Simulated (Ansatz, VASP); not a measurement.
# HfO2 in VASP and in Ansatz

Contents of POSCAR:

```
HfO2
1.0
    0.0000000000      2.5575000000      2.4935625000
    2.5575000000      0.0000000000      2.4935625000
    2.5575000000      2.5575000000      0.0000000000
Hf O
1 2
Direct
    0.0000000000      0.0000000000      0.0000000000
    0.2500000000      0.2500000000      0.2500000000
    0.7500000000      0.7500000000      0.7500000000
```

INCAR.step1

```
SYSTEM = HfO2
PREC = Accurate
ENCUT = 520
ISMEAR = 0
SIGMA = 0.05
LREAL = .FALSE.
LASPH = .TRUE.
NELM = 60
NBANDS = 18
GGA = PE
ALGO = Normal
EDIFF = 1E-4
LWAVE = .TRUE.
LCHARG = .FALSE.
```

The input INCAR.step2:

```
SYSTEM = HfO2
PREC = Accurate
ENCUT = 520
EDIFF = 1E-6
ISMEAR = 0
SIGMA = 0.05
LREAL = .FALSE.
LASPH = .TRUE.
NELM = 60
ALGO = Normal
ISIF = 2
LWAVE = .FALSE.
LCHARG = .FALSE.
METAGGA = R2SCAN
LMIXTAU = .TRUE.
NBANDS = 18
ISTART = 1
```

Contents of KPOINTS:

```
regular mesh
0
G
  8 8 8
  0 0 0
```

Input for Ansatz:

```yaml
crystal:
  lattice:
    - [0.0, 2.5575, 2.4935625]
    - [2.5575, 0.0, 2.4935625]
    - [2.5575, 2.5575, 0.0]
  atoms:
    - { symbol: Hf, position: [0.0, 0.0, 0.0] }
    - { symbol: O, position: [0.25, 0.25, 0.25] }
    - { symbol: O, position: [0.75, 0.75, 0.75] }
basis:
  ecutwfc: 500
kpoints:
  mp_grid: { grid: [8, 8, 8] }
hamiltonian:
  xc: r2scan
scf:
  occupations: { method: gaussian, width: 0.05 }
output:
  forces: true
  stress: true
  eigenvalues: true
```

Change from the starting cell: strain +0.000 along x and y, -0.025 along z, atoms carried along.

Alike in both runs: task single point; functional r2SCAN; k mesh 8 × 8 × 8; occupations gaussian, width 0.05 eV; no spin polarisation.

|  | VASP | Ansatz |
| --- | --- | --- |
| version | VASP 6.6.1 | Ansatz 0.2.0 |
| potentials or method | VASP PAW PBE potentials, release 64 (Hf_pv, O), cutoff 520 eV | scalar-relativistic, plane waves, PAW |
| valence electrons in the cell | 22 | 38 |

Ansatz gave:

```
gap on the k mesh at the Fermi level (eV)                     : 4.07
least direct gap on the mesh (eV)                             : 4.08
pressure (GPa)                                                : -2.1
traceless stress, the component that is largest in VASP (GPa) : 8.20
```

**Question.** What did VASP give for the same quantities?

**Answer.** gap on the k mesh at the Fermi level (eV): 4.07; least direct gap on the mesh (eV): 4.08; pressure (GPa): -6.0; traceless stress, the component that is largest in VASP (GPa): 8.34.

VASP's potentials were made for PBE, not for r2SCAN. VASP's potentials hold 22 valence electrons a cell and Ansatz's 38, so a difference there can come from the potentials and not from the codes.

Spin-orbit coupling is off throughout.
